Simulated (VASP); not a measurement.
Write the native input for VASP 6.6.1 that does the following.

* Task: single point
* Functional: r2SCAN
* Potentials or basis: VASP PAW PBE potentials, release 64 (Br)
* Cutoff: 520 eV
* k mesh: 9 × 9 × 9
* Occupations: fermi-dirac, width 0.1 eV
* Spin: no spin polarisation
* Dipole correction: no
* Further INCAR settings: ALGO = Normal; EDIFF = 1e-06; NBANDS = 14

Br:

```
CELL_PARAMETERS angstrom
0.00000 3.51716 3.51716
3.51716 0.00000 3.51716
3.51716 3.51716 0.00000
ATOMIC_POSITIONS crystal
Br 0.00000 0.00000 0.00000
Br 0.25000 0.25000 0.25000
```

These files were run (other wordings do the same):

POSCAR

```
Br
1.0
    0.0000000000      3.5171585295      3.5171585295
    3.5171585295      0.0000000000      3.5171585295
    3.5171585295      3.5171585295      0.0000000000
Br
2
Direct
    0.0000000000      0.0000000000      0.0000000000
    0.2500000000      0.2500000000      0.2500000000
```

INCAR.step1

```
SYSTEM = Br
ALGO = Normal
EDIFF = 1E-4
ENCUT = 520
GGA = PE
ISMEAR = -1
LASPH = .TRUE.
LCHARG = .FALSE.
LREAL = .FALSE.
LWAVE = .TRUE.
NBANDS = 14
NELM = 80
PREC = Accurate
SIGMA = 0.1
```

INCAR.step2

```
SYSTEM = Br
ALGO = Normal
EDIFF = 1E-6
ENCUT = 520
ISIF = 2
ISMEAR = -1
ISTART = 1
LASPH = .TRUE.
LCHARG = .FALSE.
LMIXTAU = .TRUE.
LREAL = .FALSE.
LWAVE = .FALSE.
METAGGA = R2SCAN
NBANDS = 14
NELM = 80
PREC = Accurate
SIGMA = 0.1
```

KPOINTS

```
k-points
0
G
  9 9 9
  0 0 0
```

Potentials or basis: VASP PAW PBE potentials, release 64 (Br).

Run with:

```bash
$ cat potpaw_PBE.64/Br/POTCAR > POTCAR
$ cp INCAR.step1 INCAR
$ mpirun -np 1 vasp_std > vasp.out
$ cp INCAR.step2 INCAR
$ mpirun -np 1 vasp_std > vasp.out
```

Results of the run:

```
Pressure               : -0.3 GPa
Band gap on the k mesh : zero (band 7 reaches -1.46 eV, above the bottom of band 8 at -2.63 eV)
```

Caveat: the PAW data sets were made with another functional, which shifts forces and pressure a little.

Wall time 3.1 min on 1 thread of AMD EPYC 9R45 (Zen 5) (shared host), peak memory 0.22 GiB.
